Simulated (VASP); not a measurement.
# ZnSe (F-43m) in VASP: single point with PBE

Aim: the single point of ZnSe with PBE.

Program: VASP 6.6.1. These are calculated values, not measurements. Logs are shortened: lines on timing, memory, paths and dates and some standing lists are left out, and cuts for length are marked.

## Step 1: The cell of the first run

The structure is cubic, space group F-43m (No. 216). Conventional cell: a = 5.732 Å, b = 5.732 Å, c = 5.732 Å, α = 90.00°, β = 90.00°, γ = 90.00°. Within 3.3 Å of Zn (site symmetry -43m) lie 4 Se at 2.48 Å. Se (site symmetry -43m) has 4 Zn at 2.48 Å within 3.3 Å.

## Step 2: Single point, PBE

INCAR

```
SYSTEM = ZnSe
PREC = Accurate ; ENCUT = 520
EDIFF = 1E-7 ; ISMEAR = 0
SIGMA = 0.02 ; LREAL = .False.
LASPH = .True. ; NELM = 60
ALGO = Normal ; ISIF = 2
LWAVE = .False. ; LCHARG = .True.
GGA = PE ; LELF = .True.
LVHAR = .True. ; NBANDS = 16
```

KPOINTS

```
regular mesh
0
Gamma
  8 8 8
  0 0 0
```

POSCAR

```
ZnSe
1.0
    0.0000000000      2.8658805342      2.8658805342
    2.8658805342      0.0000000000      2.8658805342
    2.8658805342      2.8658805342      0.0000000000
Zn Se
1 1
Direct
    0.0000000000      0.0000000000      0.0000000000
    0.2500000000      0.2500000000      0.2500000000
```

Potentials or basis: VASP PAW PBE potentials, release 64 (Zn, Se).

Run with:

```console
cat potpaw_PBE.64/Zn/POTCAR potpaw_PBE.64/Se/POTCAR > POTCAR
mpirun -np 1 vasp_std > vasp.out
```

OUTCAR:

```text
SYSTEM = ZnSe
   PREC = Accurate
   ENCUT = 520
   EDIFF = 1E-7
   ISMEAR = 0
   LREAL = .False.
   LASPH = .True.
   NELM = 60
   ISIF = 2
   GGA = PE

 ion  position               nearest neighbor table
   1  0.000  0.000  0.000-   2 2.48   2 2.48   2 2.48   2 2.48
   2  0.250  0.250  0.250-   1 2.48   1 2.48   1 2.48   1 2.48

  LATTYP: Found a face centered cubic cell.
 ALAT       =     5.7317610684

  Lattice vectors:

 A1 = (   0.0000000000,   2.8658805342,   2.8658805342)
 A2 = (   2.8658805342,   0.0000000000,   2.8658805342)
 A3 = (   2.8658805342,   2.8658805342,   0.0000000000)

Analysis of symmetry for initial positions (statically):
=====================================================================
 Subroutine PRICEL returns:
 Original cell was already a primitive cell.

 Routine SETGRP: Setting up the symmetry group for a
 face centered cubic supercell.

 Subroutine GETGRP returns: Found 24 space group operations
 (whereof 24 operations were pure point group operations)
 out of a pool of 48 trial point group operations.

The static configuration has the point symmetry T_d .

Analysis of symmetry for dynamics (positions and initial velocities):
=====================================================================
 Subroutine PRICEL returns:
 Original cell was already a primitive cell.

 Routine SETGRP: Setting up the symmetry group for a
 face centered cubic supercell.

 Subroutine GETGRP returns: Found 24 space group operations
 (whereof 24 operations were pure point group operations)
 out of a pool of 48 trial point group operations.

The dynamic configuration has the point symmetry T_d .

 Subroutine INISYM returns: Found 24 space group operations
 (whereof 24 operations are pure point group operations),
 and found     1 'primitive' translations

----------------------------------------------------------------------------------------

                                     Primitive cell

  volume of cell :      47.0765

  direct lattice vectors                    reciprocal lattice vectors
     0.000000000  2.865880534  2.865880534    -0.174466449  0.174466449  0.174466449
     2.865880534  0.000000000  2.865880534     0.174466449 -0.174466449  0.174466449
     2.865880534  2.865880534  0.000000000     0.174466449  0.174466449 -0.174466449

  length of vectors
     4.052967120  4.052967120  4.052967120     0.302184754  0.302184754  0.302184754

  position of ions in fractional coordinates (direct lattice)
     0.000000000  0.000000000  0.000000000
     0.250000000  0.250000000  0.250000000

  ion indices of the primitive-cell ions
   primitive index   ion index
                 1           1
                 2           2

----------------------------------------------------------------------------------------

 KPOINTS: regular mesh

Automatic generation of k-mesh.
 Grid dimensions read from file:
 generate k-points for:    8    8    8

 Generating k-lattice:

  Cartesian coordinates                     Fractional coordinates (reciprocal lattice)
    -0.021808306  0.021808306  0.021808306     0.125000000  0.000000000  0.000000000
     0.021808306 -0.021808306  0.021808306     0.000000000  0.125000000  0.000000000
     0.021808306  0.021808306 -0.021808306     0.000000000  0.000000000  0.125000000

  Length of vectors
     0.037773094  0.037773094  0.037773094

  Shift w.r.t. Gamma in fractional coordinates (k-lattice)
     0.000000000  0.000000000  0.000000000

 Subroutine IBZKPT returns following result:
 ===========================================

 Found     29 irreducible k-points:

 Following reciprocal coordinates:
            Coordinates               Weight
  0.000000  0.000000  0.000000      1.000000
  0.125000  0.000000  0.000000      8.000000
  0.250000  0.000000  0.000000      8.000000
  0.375000  0.000000  0.000000      8.000000
  0.500000  0.000000  0.000000      4.000000
  0.125000  0.125000  0.000000      6.000000
[... 16 lines left out ...]
  0.500000  0.250000  0.125000     48.000000
 -0.375000  0.250000  0.125000     24.000000
 [... further k-points ...]
   k-points           NKPTS =     29   k-points in BZ     NKDIM =     29   number of bands    NBANDS=     16
   number of dos      NEDOS =    301   number of ions     NIONS =      2
   total plane-waves  NPLWV =  27000
   dimension x,y,z NGX =    30 NGY =   30 NGZ =   30
   dimension x,y,z NGXF=    60 NGYF=   60 NGZF=   60
   ions per type =               1   1
   NGX,Y,Z   is equivalent  to a cutoff of  12.31, 12.31, 12.31 a.u.
   NGXF,Y,Z  is equivalent  to a cutoff of  24.61, 24.61, 24.61 a.u.
 SYSTEM =  ZnSe
   PREC   = accura    normal or accurate (medium, high low for compatibility)
   ISTART =      0    job   : 0-new  1-cont  2-samecut
   ICHARG =      2    charge: 1-file 2-atom 10-const
   ISPIN  =      1    spin polarized calculation?
   LNONCOLLINEAR =      F non collinear calculations
   LSORBIT =      F    spin-orbit coupling
   LASPH  =      T    aspherical Exc in radial PAW
   ENCUT  =  520.0 eV  38.22 Ry    6.18 a.u.   7.54  7.54  7.54*2*pi/ulx,y,z
   NELM   =     60;   NELMIN=  2; NELMDL= -5     # of ELM steps
   EDIFF  = 0.1E-06   stopping-criterion for ELM
   LREAL  =      F    real-space projection
   EDIFFG = 0.1E-05   stopping-criterion for IOM
   NSW    =      0    number of steps for IOM
   IBRION =     -1    ionic relax: 0-MD 1-quasi-New 2-CG
   NFREE  =      0    steps in history (QN), initial steepest desc. (CG)
   ISIF   =      2    stress and relaxation
   ISYM   =      2    0-nonsym 1-usesym 2-fastsym
   POTIM  = 0.5000    time-step for ionic-motion
   TEBEG  =    0.0;   TEEND  =   0.0 temperature during run
   PSTRESS=    0.0 pullay stress
   NELECT =      18.0000    total number of electrons
   NUPDOWN=      -1.0000    fix difference up-down
   EMIN   =  10.00;   EMAX   =-10.00  energy-range for DOS
   EFERMI =   0.00;   METHOD = LEGACY
   ISMEAR =     0;   SIGMA  =   0.02  broadening in eV -4-tet -1-fermi 0-gaus
   EFERMI_NEDOS =   21; number of points for ismear=-14 and -15
   IALGO  =     38    algorithm
   IMIX   =      4    mixing-type and parameters
     AMIX     =   0.40;   BMIX     =  1.00
     AMIX_MAG =   1.60;   BMIX_MAG =  1.00
  volume/ion in A,a.u.               =      23.54       158.84
  Fermi-wavevector in a.u.,A,eV,Ry     =   1.188222  2.245414 19.209678  1.411871
  Thomas-Fermi vector in A             =   2.324356
   LORBIT       =      0    0 simple, 1 ext, 2 COOP (PROOUT), +10 PAW based schemes
   GGA     = PE    functional components
   LHFCALC =     F    Hartree Fock is set to
   AEXX    =    0.0000 exact exchange contribution
   IVDW    =     0    specifies the selected vdW correction
   LEPSILON=     F    determine dielectric tensor
   LRPA    =     F    only Hartree local field effects (RPA)
 non-spin polarized calculation
 Gauss-broadening in eV      SIGMA  =   0.02
  energy-cutoff  :      520.00
  volume of cell :       47.08
 maximum number of plane-waves:      1287
   NGX = 15   NGY = 15   NGZ = 15

 number of electron      18.0000017 magnetization

 Free energy of the ion-electron system (eV)
  ---------------------------------------------------
  ext. energy  EPLUGINS =         0.00000000
  ---------------------------------------------------
  free energy    TOTEN  =        -6.03241768 eV

  energy without entropy =       -6.03241768  energy(sigma->0) =       -6.03241768

 E-fermi :   1.4157     XC(G=0):  -9.1682

 val. band max:        1.3294372566   @ k =   0.0000   0.0000   0.0000
 cond. band min:       2.4851711063   @ k =   0.0000   0.0000   0.0000
 fundamental gap:      1.1557338498
 Fermi energy:         1.4157078233

 k-point     1 :       0.0000    0.0000    0.0000
  band No.  band energies     occupation
      1     -11.7189      2.00000
      2      -5.0993      2.00000
      3      -5.0993      2.00000
      4      -5.0993      2.00000
      5      -4.7595      2.00000
      6      -4.7595      2.00000
[... 8 lines left out ...]
     15      12.7189      0.00000
     16      12.7189      0.00000

 k-point     2 :       0.1250    0.0000    0.0000
  band No.  band energies     occupation
      1     -11.6247      2.00000
      2      -5.0905      2.00000
      3      -5.0847      2.00000
      4      -5.0847      2.00000
      5      -4.7607      2.00000
      6      -4.7607      2.00000
[... 8 lines left out ...]
     15      11.9646      0.00000
     16      11.9865      0.00000

 k-point     3 :       0.2500    0.0000    0.0000
  band No.  band energies     occupation
      1     -11.3810      2.00000
      2      -5.0524      2.00000
      3      -5.0524      2.00000
      4      -5.0323      2.00000
      5      -4.7592      2.00000
      6      -4.7592      2.00000
[... 8 lines left out ...]
     15      11.7287      0.00000
     16      11.9872      0.00000

 k-point     4 :       0.3750    0.0000    0.0000
  band No.  band energies     occupation
      1     -11.1091      2.00000
      2      -5.0265      2.00000
      3      -5.0265      2.00000
      4      -4.8456      2.00000
      5      -4.7496      2.00000
      6      -4.7496      2.00000
[... 8 lines left out ...]
     15      12.7972      0.00000
     16      12.7972      0.00000
[... 324 lines left out ...]
 k-point    22 :       0.3750    0.2500    0.1250
  band No.  band energies     occupation
      1     -11.1909      2.00000
      2      -5.0518      2.00000
      3      -5.0041      2.00000
      4      -4.9749      2.00000
      5      -4.7716      2.00000
      6      -4.7367      2.00000
[... 8 lines left out ...]
     15      13.4764      0.00000
     16      14.5918      0.00000

 k-point    23 :       0.5000    0.2500    0.1250
  band No.  band energies     occupation
      1     -10.9645      2.00000
      2      -5.0079      2.00000
      3      -4.9815      2.00000
      4      -4.8527      2.00000
      5      -4.7475      2.00000
      6      -4.6958      2.00000
[... 8 lines left out ...]
     15      13.7689      0.00000
     16      14.8889      0.00000

 k-point    24 :      -0.3750    0.2500    0.1250
  band No.  band energies     occupation
      1     -10.8642      2.00000
      2      -5.0010      2.00000
      3      -4.9688      2.00000
      4      -4.7865      2.00000
      5      -4.7525      2.00000
      6      -4.5657      2.00000
[... 8 lines left out ...]
     15      13.9528      0.00000
     16      14.7440      0.00000

 [... further k-points ...]

------------------------ aborting loop because EDIFF is reached ----------------------------------------

  FORCE on cell =-STRESS in cart. coord.  units (eV):
  Direction    XX          YY          ZZ          XY          YZ          ZX
  --------------------------------------------------------------------------------------
  -------------------------------------------------------------------------------------
  Total        0.0671296      0.0671296      0.0671296     -0.0000000      0.0000000      0.0000000
  in kB        2.2846525      2.2846525      2.2846525     -0.0000000      0.0000000      0.0000000
  external PRESSURE =       2.2846525 kB  Pullay stress =       0.0000000 kB

 VOLUME and BASIS-vectors are now :
 -----------------------------------------------------------------------------
  energy-cutoff  :      520.00
  volume of cell :       47.08
      direct lattice vectors                 reciprocal lattice vectors
     0.000000000  2.865880534  2.865880534    -0.174466449  0.174466449  0.174466449
     2.865880534  0.000000000  2.865880534     0.174466449 -0.174466449  0.174466449
     2.865880534  2.865880534  0.000000000     0.174466449  0.174466449 -0.174466449

 POSITION                                       TOTAL-FORCE (eV/Angst)
 -----------------------------------------------------------------------------------
      0.00000      0.00000      0.00000        -0.000000      0.000000      0.000000
      1.43294      1.43294      1.43294         0.000000     -0.000000     -0.000000
 -----------------------------------------------------------------------------------
    total drift:                               -0.000001     -0.000001     -0.000001

  FREE ENERGIE OF THE ION-ELECTRON SYSTEM (eV)
  ---------------------------------------------------
  free  energy   TOTEN  =        -6.0324176756 eV

  energy  without entropy=       -6.0324176756  energy(sigma->0) =       -6.03241768
```

Wall time 22 s (1 thread of Intel Xeon 6975P-C, shared host); peak memory 0.18 GiB.

Results:

| Property | Result |
| --- | --- |
| Free energy | -6.0324 eV |
| Pressure | 0.2 GPa |
| Band gap on the k mesh | 1.16 eV, direct |

PBE gaps usually lie below the measured ones, often by a third to a half.
